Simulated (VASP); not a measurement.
# HfRu3: single point with PBE

Crystal: HfRu3.

```
CELL_PARAMETERS angstrom
4.03489 0.00000 0.00000
0.00000 4.03489 0.00000
0.00000 0.00000 3.95577
ATOMIC_POSITIONS crystal
Hf 0.00000 0.00000 0.00000
Ru 0.00000 0.50000 0.50000
Ru 0.50000 0.00000 0.50000
Ru 0.50000 0.50000 0.00000
```

| Quantity | Value |
| --- | --- |
| Program | VASP 6.6.1 |
| Task | single point |
| Functional | PBE |
| Potentials or basis | VASP PAW PBE potentials, release 64 (Hf_pv, Ru_pv) |
| Cutoff | 520 eV |
| k mesh | 6 × 6 × 6 |
| Occupations | fermi-dirac, width 0.05 eV |
| Spin | no spin polarisation |
| Dipole correction | no |
| Further INCAR settings | ALGO = Normal; EDIFF = 1e-06; NBANDS = 34 |

```
Pressure               : -10.0 GPa
Band gap on the k mesh : zero (bands 26 and 27 overlap by 2.70 eV)
```

Stress tensor (GPa, compression positive):
```
-10.77   0.00   0.00
  0.00 -10.77   0.00
  0.00   0.00  -8.39
```

Levels at points of the mesh, in eV from the Fermi level:
```csv
k point,band 25,band 26,band 27,band 28,band 29,band 30
"(0.00, 0.00, 0.00)",1.56,1.90,2.03,2.03,3.52,3.52
"(0.50, 0.00, 0.00)",-0.31,-0.27,-0.26,0.79,2.03,2.28
"(0.50, 0.50, 0.00)",-0.82,-0.80,-0.80,-0.09,-0.01,2.94
"(0.00, 0.00, 0.50)",-0.37,-0.37,-0.21,0.70,1.91,2.16
"(0.50, 0.00, 0.50)",-0.77,-0.75,-0.75,-0.01,0.06,2.95
"(0.50, 0.50, 0.50)",0.93,1.44,1.44,1.46,1.57,1.57
```

Wall time 48 s on 1 thread of Intel(R) Xeon(R) Platinum 8488C (Sapphire Rapids), on a shared host, peak memory 0.21 GiB.

Caveat: the cell stands under tension; spin-orbit coupling is left out, which moves the levels of the heavy elements.
